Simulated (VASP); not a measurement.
Input of a VASP 6.6.1 run:

INCAR

```
SYSTEM = TmI4
ALGO = Normal
EDIFF = 1E-6
ENCUT = 500
GGA = PE
GGA_COMPAT = .False.
ISIF = 2
ISMEAR = 0
LASPH = .True.
LCHARG = .False.
LMAXMIX = 6
LREAL = .False.
LWAVE = .False.
NBANDS = 26
NELM = 200
PREC = Accurate
SIGMA = 0.2
```

File KPOINTS:

```
k-points
0
Gamma
  3 3 2
  0 0 0
```

The input POSCAR:

```
TmI4
1.0
    6.7212164866      0.0000000000      0.0000000000
   -3.3606082433      5.8207442217      0.0000000000
    0.0000000000      0.0000000000      5.8871699664
Tm I
1 4
Direct
    0.0000000000      0.0000000000      0.0000000000
    0.5000000000      0.0000000000      0.0000000000
    0.0000000000      0.5000000000      0.0000000000
    0.5000000000      0.5000000000      0.0000000000
    0.0000000000      0.0000000000      0.5000000000
```

Potentials or basis: VASP PAW PBE potentials, release 64 (Tm_3, I), 4f in core.

Command:

```console
$ cat potpaw_PBE.64/Tm_3/POTCAR potpaw_PBE.64/I/POTCAR > POTCAR
$ mpirun -np 1 vasp_std > vasp.out
```

Problem. Predict the band gap on the k mesh.

Solution. Zero (an odd number of electrons rules out a gap without spin polarisation).

Problem. What does it give for the pressure?

Solution. 0.7 GPa.

Stress tensor (GPa, compression positive):
```
0.83 0.00 0.00
0.00 0.83 0.00
0.00 0.00 0.45
```

Caveat: the k points lie up to 0.53 Å⁻¹ apart, too coarse for converged energies and pressures of a metal; spin-orbit coupling is left out, which moves the levels of the heavy elements; the 4f electrons are frozen in the core, so they carry no moment and show no levels; an odd number of electrons without spin polarisation forces a metal; a magnetic or distorted state may lie lower; the run has no spin polarisation, though such a crystal can be magnetic. Spin polarisation is off, so any magnetic state and its effect on volume and gap are missing.
